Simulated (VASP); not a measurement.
# NaCl (Fm-3m) in VASP: a series of runs

Runs on NaCl. Level: PBEsol. Tasks: single point.

Everything below comes from runs of VASP 6.6.1. Logs are shortened: lines on timing, memory, paths and dates and some standing lists are left out, and cuts for length are marked.

## Step 1: The cell of the first run

Symmetry: Fm-3m, No. 225, cubic system. Conventional cell: a = 5.286 Å, b = 5.286 Å, c = 5.286 Å, α = 90.00°, β = 90.00°, γ = 90.00°. Na (site symmetry m-3m) has 6 Cl at 2.64 Å within 3.5 Å. Within 3.5 Å of Cl (site symmetry m-3m) lie 6 Na at 2.64 Å.

## Step 2: Single point, PBEsol (volume scaled by 0.840)

INCAR

```
  PREC = Accurate
  ENCUT = 520
  EDIFF = 1E-6
  ISMEAR = 0
  SIGMA = 0.05
  LREAL = F
  LASPH = T
  NELM = 60
  ALGO = Normal
  ISIF = 2
  LWAVE = F
  LCHARG = F
  GGA = PS
  NBANDS = 14
```

KPOINTS

```
Automatic mesh
0
Gamma
  8 8 8
```

POSCAR

```
NaCl
1.0
    0.0000000000      2.6428747275      2.6428747275
    2.6428747275      0.0000000000      2.6428747275
    2.6428747275      2.6428747275      0.0000000000
Na Cl
1 1
Direct
    0.0000000000      0.0000000000      0.0000000000
    0.5000000000      0.5000000000      0.5000000000
```

Potentials or basis: VASP PAW PBE potentials, release 64 (Na_pv, Cl).

Launch:

```
$ cat potpaw_PBE.64/Na_pv/POTCAR potpaw_PBE.64/Cl/POTCAR > POTCAR
$ mpirun -np 1 vasp_std > vasp.out
```

OUTCAR:

```text
PREC = Accurate
   ENCUT = 520
   EDIFF = 1E-6
   ISMEAR = 0
   LREAL = F
   LASPH = T
   NELM = 60
   ISIF = 2
   GGA = PS

 ion  position               nearest neighbor table
   1  0.000  0.000  0.000-   2 2.64   2 2.64   2 2.64   2 2.64   2 2.64   2 2.64
   2  0.500  0.500  0.500-   1 2.64   1 2.64   1 2.64   1 2.64   1 2.64   1 2.64

  LATTYP: Found a face centered cubic cell.
 ALAT       =     5.2857494550

  Lattice vectors:

 A1 = (   0.0000000000,   2.6428747275,   2.6428747275)
 A2 = (   2.6428747275,   0.0000000000,   2.6428747275)
 A3 = (   2.6428747275,   2.6428747275,   0.0000000000)

Analysis of symmetry for initial positions (statically):
=====================================================================
 Subroutine PRICEL returns:
 Original cell was already a primitive cell.

 Routine SETGRP: Setting up the symmetry group for a
 face centered cubic supercell.

 Subroutine GETGRP returns: Found 48 space group operations
[... 9 lines left out ...]

 Routine SETGRP: Setting up the symmetry group for a
 face centered cubic supercell.

 Subroutine GETGRP returns: Found 48 space group operations
[... 11 lines left out ...]
                                     Primitive cell

  volume of cell :      36.9198

  direct lattice vectors                    reciprocal lattice vectors
     0.000000000  2.642874728  2.642874728    -0.189187930  0.189187930  0.189187930
     2.642874728  0.000000000  2.642874728     0.189187930 -0.189187930  0.189187930
     2.642874728  2.642874728  0.000000000     0.189187930  0.189187930 -0.189187930

  length of vectors
     3.737589283  3.737589283  3.737589283     0.327683108  0.327683108  0.327683108

  position of ions in fractional coordinates (direct lattice)
     0.000000000  0.000000000  0.000000000
     0.500000000  0.500000000  0.500000000

  ion indices of the primitive-cell ions
   primitive index   ion index
                 1           1
                 2           2

----------------------------------------------------------------------------------------

 KPOINTS: Automatic mesh

Automatic generation of k-mesh.
 Grid dimensions read from file:
 generate k-points for:    8    8    8

 Generating k-lattice:

  Cartesian coordinates                     Fractional coordinates (reciprocal lattice)
    -0.023648491  0.023648491  0.023648491     0.125000000  0.000000000  0.000000000
     0.023648491 -0.023648491  0.023648491     0.000000000  0.125000000  0.000000000
     0.023648491  0.023648491 -0.023648491     0.000000000  0.000000000  0.125000000

  Length of vectors
     0.040960388  0.040960388  0.040960388

  Shift w.r.t. Gamma in fractional coordinates (k-lattice)
     0.000000000  0.000000000  0.000000000

 Subroutine IBZKPT returns following result:
 ===========================================

 Found     29 irreducible k-points:

 Following reciprocal coordinates:
            Coordinates               Weight
  0.000000  0.000000  0.000000      1.000000
  0.125000  0.000000  0.000000      8.000000
  0.250000  0.000000  0.000000      8.000000
  0.375000  0.000000  0.000000      8.000000
  0.500000  0.000000  0.000000      4.000000
  0.125000  0.125000  0.000000      6.000000
[... 16 lines left out ...]
  0.500000  0.250000  0.125000     48.000000
 -0.375000  0.250000  0.125000     24.000000
 [... further k-points ...]
   k-points           NKPTS =     29   k-points in BZ     NKDIM =     29   number of bands    NBANDS=     14
   number of dos      NEDOS =    301   number of ions     NIONS =      2
   total plane-waves  NPLWV =  21952
   dimension x,y,z NGX =    28 NGY =   28 NGZ =   28
   dimension x,y,z NGXF=    56 NGYF=   56 NGZF=   56
   ions per type =               1   1
   NGX,Y,Z   is equivalent  to a cutoff of  12.45, 12.45, 12.45 a.u.
   NGXF,Y,Z  is equivalent  to a cutoff of  24.91, 24.91, 24.91 a.u.
 SYSTEM =  unknown system
   PREC   = accura    normal or accurate (medium, high low for compatibility)
   ISTART =      0    job   : 0-new  1-cont  2-samecut
   ICHARG =      2    charge: 1-file 2-atom 10-const
   ISPIN  =      1    spin polarized calculation?
   LNONCOLLINEAR =      F non collinear calculations
   LSORBIT =      F    spin-orbit coupling
   LASPH  =      T    aspherical Exc in radial PAW
   ENCUT  =  520.0 eV  38.22 Ry    6.18 a.u.   6.95  6.95  6.95*2*pi/ulx,y,z
   NELM   =     60;   NELMIN=  2; NELMDL= -5     # of ELM steps
   EDIFF  = 0.1E-05   stopping-criterion for ELM
   LREAL  =      F    real-space projection
   EDIFFG = 0.1E-04   stopping-criterion for IOM
   NSW    =      0    number of steps for IOM
   IBRION =     -1    ionic relax: 0-MD 1-quasi-New 2-CG
   NFREE  =      0    steps in history (QN), initial steepest desc. (CG)
   ISIF   =      2    stress and relaxation
   ISYM   =      2    0-nonsym 1-usesym 2-fastsym
   POTIM  = 0.5000    time-step for ionic-motion
   TEBEG  =    0.0;   TEEND  =   0.0 temperature during run
   PSTRESS=    0.0 pullay stress
   NELECT =      14.0000    total number of electrons
   NUPDOWN=      -1.0000    fix difference up-down
   EMIN   =  10.00;   EMAX   =-10.00  energy-range for DOS
   EFERMI =   0.00;   METHOD = LEGACY
   ISMEAR =     0;   SIGMA  =   0.05  broadening in eV -4-tet -1-fermi 0-gaus
   EFERMI_NEDOS =   21; number of points for ismear=-14 and -15
   IALGO  =     38    algorithm
   IMIX   =      4    mixing-type and parameters
     AMIX     =   0.40;   BMIX     =  1.00
     AMIX_MAG =   1.60;   BMIX_MAG =  1.00
  volume/ion in A,a.u.               =      18.46       124.57
  Fermi-wavevector in a.u.,A,eV,Ry     =   1.184943  2.239218 19.103815  1.404091
  Thomas-Fermi vector in A             =   2.321147
   LORBIT       =      0    0 simple, 1 ext, 2 COOP (PROOUT), +10 PAW based schemes
   GGA     = PS    functional components
   LHFCALC =     F    Hartree Fock is set to
   AEXX    =    0.0000 exact exchange contribution
   IVDW    =     0    specifies the selected vdW correction
   LEPSILON=     F    determine dielectric tensor
   LRPA    =     F    only Hartree local field effects (RPA)
 non-spin polarized calculation
 Gauss-broadening in eV      SIGMA  =   0.05
  energy-cutoff  :      520.00
  volume of cell :       36.92
 maximum number of plane-waves:      1006
   NGX = 13   NGY = 13   NGZ = 13

 number of electron      13.9999993 magnetization

 Free energy of the ion-electron system (eV)
  ---------------------------------------------------
  ext. energy  EPLUGINS =         0.00000000
  ---------------------------------------------------
  free energy    TOTEN  =        -6.86744692 eV

  energy without entropy =       -6.86744692  energy(sigma->0) =       -6.86744692

 E-fermi :   0.8079     XC(G=0):  -9.2213

 val. band max:        0.5045315767   @ k =   0.0000   0.0000   0.0000
 cond. band min:       6.2626815771   @ k =   0.0000   0.0000   0.0000
 fundamental gap:      5.7581500004
 Fermi energy:         0.8078856666

 k-point     1 :       0.0000    0.0000    0.0000
  band No.  band energies     occupation
      1     -19.8698      2.00000
      2     -19.8698      2.00000
      3     -19.8698      2.00000
      4     -12.6814      2.00000
      5       0.5045      2.00000
      6       0.5045      2.00000
      7       0.5045      2.00000
      8       6.2627      0.00000
      9      11.6245      0.00000
     10      11.6245      0.00000
     11      11.6245      0.00000
     12      14.1268      0.00000
     13      14.1268      0.00000
     14      15.8092      0.00000

 k-point     2 :       0.1250    0.0000    0.0000
  band No.  band energies     occupation
      1     -19.8814      2.00000
      2     -19.8705      2.00000
      3     -19.8705      2.00000
      4     -12.5980      2.00000
      5      -0.0058      2.00000
      6       0.4410      2.00000
      7       0.4410      2.00000
      8       6.8453      0.00000
      9      11.0862      0.00000
     10      11.8731      0.00000
     11      11.8731      0.00000
     12      13.9271      0.00000
     13      13.9271      0.00000
     14      16.9784      0.00000

 k-point     3 :       0.2500    0.0000    0.0000
  band No.  band energies     occupation
      1     -19.9088      2.00000
      2     -19.8721      2.00000
      3     -19.8721      2.00000
      4     -12.3882      2.00000
      5      -1.0047      2.00000
      6       0.2942      2.00000
      7       0.2942      2.00000
      8       7.7551      0.00000
      9      10.8453      0.00000
     10      12.1163      0.00000
     11      12.1163      0.00000
     12      14.2110      0.00000
     13      14.2110      0.00000
     14      17.4964      0.00000

 k-point     4 :       0.3750    0.0000    0.0000
  band No.  band energies     occupation
      1     -19.9355      2.00000
      2     -19.8737      2.00000
      3     -19.8737      2.00000
      4     -12.1645      2.00000
      5      -1.8358      2.00000
      6       0.1557      2.00000
      7       0.1557      2.00000
      8       7.9305      0.00000
      9      11.8604      0.00000
     10      11.9125      0.00000
     11      11.9125      0.00000
     12      15.7509      0.00000
     13      15.7509      0.00000
     14      16.8895      0.00000

 k-point     5 :       0.5000    0.0000    0.0000
  band No.  band energies     occupation
      1     -19.9463      2.00000
      2     -19.8743      2.00000
      3     -19.8743      2.00000
      4     -12.0671      2.00000
      5      -2.1522      2.00000
      6       0.1006      2.00000
      7       0.1006      2.00000
      8       7.8757      0.00000
      9      11.7900      0.00000
     10      11.7900      0.00000
     11      12.6476      0.00000
     12      16.6498      0.00000
     13      17.5057      0.00000
     14      17.5057      0.00000

 k-point     6 :       0.1250    0.1250    0.0000
  band No.  band energies     occupation
      1     -19.8809      2.00000
      2     -19.8726      2.00000
      3     -19.8726      2.00000
      4     -12.5730      2.00000
      5      -0.0409      2.00000
      6       0.3636      2.00000
      7       0.3636      2.00000
      8       7.0484      0.00000
      9      10.6667      0.00000
     10      12.1330      0.00000
     11      12.1330      0.00000
     12      13.2623      0.00000
     13      14.3745      0.00000
     14      17.4034      0.00000

 k-point     7 :       0.2500    0.1250    0.0000
  band No.  band energies     occupation
      1     -19.9001      2.00000
      2     -19.8752      2.00000
      3     -19.8739      2.00000
      4     -12.4122      2.00000
      5      -0.7654      2.00000
      6       0.2113      2.00000
      7       0.2168      2.00000
      8       7.9450      0.00000
      9      10.1501      0.00000
     10      12.1352      0.00000
     11      12.5620      0.00000
     12      13.3134      0.00000
     13      14.7510      0.00000
     14      18.6120      0.00000
[... 205 lines left out ...]
 k-point    20 :      -0.3750    0.3750    0.0000
  band No.  band energies     occupation
      1     -19.9097      2.00000
      2     -19.9075      2.00000
      3     -19.8836      2.00000
      4     -11.9919      2.00000
      5      -1.4586      2.00000
      6      -1.0651      2.00000
      7      -0.2000      2.00000
      8       8.8226      0.00000
      9      10.0414      0.00000
     10      11.8432      0.00000
     11      14.1086      0.00000
     12      15.4030      0.00000
     13      16.6570      0.00000
     14      20.0096      0.00000

 k-point    21 :       0.5000    0.5000    0.0000
  band No.  band energies     occupation
      1     -19.9182      2.00000
      2     -19.8888      2.00000
      3     -19.8888      2.00000
      4     -12.0183      2.00000
      5      -1.7907      2.00000
      6      -0.3236      2.00000
      7      -0.3236      2.00000
      8       8.1225      0.00000
      9       8.4623      0.00000
     10      13.0942      0.00000
     11      16.4458      0.00000
     12      16.9348      0.00000
     13      16.9348      0.00000
     14      18.4156      0.00000

 k-point    22 :       0.3750    0.2500    0.1250
  band No.  band energies     occupation
      1     -19.9123      2.00000
      2     -19.8828      2.00000
      3     -19.8749      2.00000
      4     -12.2561      2.00000
      5      -1.2134      2.00000
      6      -0.1651      2.00000
      7       0.1283      2.00000
      8       8.8387      0.00000
      9       9.7581      0.00000
     10      11.5086      0.00000
     11      13.3076      0.00000
     12      13.4746      0.00000
     13      15.9741      0.00000
     14      20.0721      0.00000

 k-point    23 :       0.5000    0.2500    0.1250
  band No.  band energies     occupation
      1     -19.9248      2.00000
      2     -19.8878      2.00000
      3     -19.8778      2.00000
      4     -12.0928      2.00000
      5      -1.6207      2.00000
      6      -0.4807      2.00000
      7      -0.0262      2.00000
      8       9.1457      0.00000
      9      10.5898      0.00000
     10      10.8734      0.00000
     11      13.0237      0.00000
     12      14.9415      0.00000
     13      17.8479      0.00000
     14      18.1210      0.00000

 k-point    24 :      -0.3750    0.2500    0.1250
  band No.  band energies     occupation
      1     -19.9302      2.00000
      2     -19.8889      2.00000
      3     -19.8797      2.00000
      4     -12.0228      2.00000
      5      -1.7883      2.00000
      6      -0.5929      2.00000
      7      -0.0996      2.00000
      8       9.1080      0.00000
      9      10.5683      0.00000
     10      11.5662      0.00000
     11      12.8118      0.00000
     12      15.7228      0.00000
     13      17.3563      0.00000
     14      18.3099      0.00000

 [... further k-points ...]

------------------------ aborting loop because EDIFF is reached ----------------------------------------

  FORCE on cell =-STRESS in cart. coord.  units (eV):
  Direction    XX          YY          ZZ          XY          YZ          ZX
  --------------------------------------------------------------------------------------
  -------------------------------------------------------------------------------------
  Total        1.5889909      1.5889909      1.5889909      0.0000000      0.0000000     -0.0000000
  in kB       68.9560336     68.9560336     68.9560336      0.0000000      0.0000000     -0.0000000
  external PRESSURE =      68.9560336 kB  Pullay stress =       0.0000000 kB

 VOLUME and BASIS-vectors are now :
 -----------------------------------------------------------------------------
  energy-cutoff  :      520.00
  volume of cell :       36.92
      direct lattice vectors                 reciprocal lattice vectors
     0.000000000  2.642874728  2.642874728    -0.189187930  0.189187930  0.189187930
     2.642874728  0.000000000  2.642874728     0.189187930 -0.189187930  0.189187930
     2.642874728  2.642874728  0.000000000     0.189187930  0.189187930 -0.189187930

 POSITION                                       TOTAL-FORCE (eV/Angst)
 -----------------------------------------------------------------------------------
      0.00000      0.00000      0.00000        -0.000000     -0.000000     -0.000000
      2.64287      2.64287      2.64287         0.000000      0.000000      0.000000
 -----------------------------------------------------------------------------------
    total drift:                                0.000000      0.000000      0.000000

  FREE ENERGIE OF THE ION-ELECTRON SYSTEM (eV)
  ---------------------------------------------------
  free  energy   TOTEN  =        -6.8674469219 eV

  energy  without entropy=       -6.8674469219  energy(sigma->0) =       -6.86744692
```

Wall time 7.5 s (1 thread of Intel Xeon 6975P-C (Granite Rapids), shared host); peak memory 0.15 GiB.

What came out:

```yaml
Free_energy: -6.8674 eV
Pressure: 6.9 GPa
Band_gap_on_the_k_mesh: 5.76 eV, direct
```

Levels at points of the mesh, in eV from the valence-band top:
| k point | band 5 | band 6 | band 7 | band 8 | band 9 | band 10 |
| --- | --- | --- | --- | --- | --- | --- |
| (0.00, 0.00, 0.00) | 0.00 | 0.00 | 0.00 | 5.76 | 11.12 | 11.12 |
| (0.50, 0.00, 0.00) | -2.66 | -0.40 | -0.40 | 7.37 | 11.29 | 11.29 |
| (0.50, 0.50, 0.00) | -2.30 | -0.83 | -0.83 | 7.62 | 7.96 | 12.59 |

Caveat: the PAW data sets were made with another functional, which shifts forces and pressure a little.

## Step 3: Single point, PBEsol (volume scaled by 0.880)

INCAR

```
PREC = Accurate ; ENCUT = 520
EDIFF = 1E-7 ; ISMEAR = 0
SIGMA = 0.05 ; LREAL = F
LASPH = T ; NELM = 80
ALGO = Normal ; ISIF = 2
LWAVE = F ; LCHARG = F
GGA = PS ; NBANDS = 14
```

KPOINTS

```
regular mesh
0
Gamma
  8 8 8
```

POSCAR

```
NaCl
1.0
    0.0000000000      2.6841763162      2.6841763162
    2.6841763162      0.0000000000      2.6841763162
    2.6841763162      2.6841763162      0.0000000000
Na Cl
1 1
Direct
    0.0000000000      0.0000000000      0.0000000000
    0.5000000000      0.5000000000      0.5000000000
```

Potentials or basis: VASP PAW PBE potentials, release 64 (Na_pv, Cl).

Launch:

```
$ cat potpaw_PBE.64/Na_pv/POTCAR potpaw_PBE.64/Cl/POTCAR > POTCAR
$ mpirun -np 1 vasp_std > vasp.out
```

Wall time 8.8 s (1 thread of Intel Xeon 6975P-C (Granite Rapids), shared host); peak memory 0.15 GiB.

Results (log left out):

| Quantity | Value |
| --- | --- |
| Free energy | -6.9302 eV |
| Pressure | 4.5 GPa |
| Band gap on the k mesh | 5.54 eV, direct |

Levels at points of the mesh, in eV from the valence-band top:
```csv
k point,band 4,band 5,band 6,band 7,band 8,band 9,band 10,band 11
"(0.00, 0.00, 0.00)",-13.04,0.00,0.00,0.00,5.54,11.10,11.10,11.10
"(0.50, 0.00, 0.00)",-12.50,-2.48,-0.37,-0.37,7.31,11.19,11.19,11.73
"(0.50, 0.50, 0.00)",-12.45,-2.14,-0.77,-0.77,7.70,7.84,12.22,15.78
```

Caveat: the PAW data sets were made with another functional, which shifts forces and pressure a little.

[end of part 1 of 2]
